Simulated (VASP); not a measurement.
Wanted: the native input for a VASP 6.6.1 run.

- Task: single point
- Functional: LDA
- Potentials or basis: VASP PAW PBE potentials, release 64 (Lu)
- Cutoff: 520 eV
- k mesh: 11 × 11 × 6
- Occupations: methfessel-paxton, width 0.6 eV
- Spin: no spin polarisation
- Dipole correction: no
- Further INCAR settings: ALGO = Normal; EDIFF = 1e-07; NBANDS = 32

The structure of Lu lies in POSCAR:

```
Lu
1.0
    3.3823924653      0.0000000000      0.0000000000
   -1.6911962327      2.9292378005      0.0000000000
    0.0000000000      0.0000000000      5.2524129119
Lu
2
Direct
    0.3333333333      0.6666666667      0.2500000000
    0.6666666667      0.3333333333      0.7500000000
```

These files were run (other wordings do the same):

INCAR

```
SYSTEM = Lu
PREC = Accurate ; ENCUT = 520
EDIFF = 1E-7 ; ISMEAR = 1
SIGMA = 0.6 ; LREAL = .FALSE.
LASPH = .TRUE. ; NELM = 100
ALGO = Normal ; ISIF = 2
LWAVE = .FALSE. ; LCHARG = .FALSE.
GGA = CA ; NBANDS = 32
```

KPOINTS

```
regular mesh
0
G
  11 11 6
  0 0 0
```

Potentials or basis: VASP PAW PBE potentials, release 64 (Lu).

Command:

```console
$ cat potpaw_PBE.64/Lu/POTCAR > POTCAR
$ mpirun -np 1 vasp_std > vasp.out
```

Results of the run:

```json
{"Pressure": "0.2 GPa", "Band gap on the k mesh": "zero (band 25 reaches 3.62 eV, above the bottom of band 26 at 1.71 eV)"}
```

Caveat: the PAW data sets were made with another functional, which shifts forces and pressure a little; spin-orbit coupling is left out, which moves the levels of the heavy elements.

It took 2.8 min on 1 thread of Oxide Virtual Turin-like Processor (shared host), peak memory 0.18 GiB.
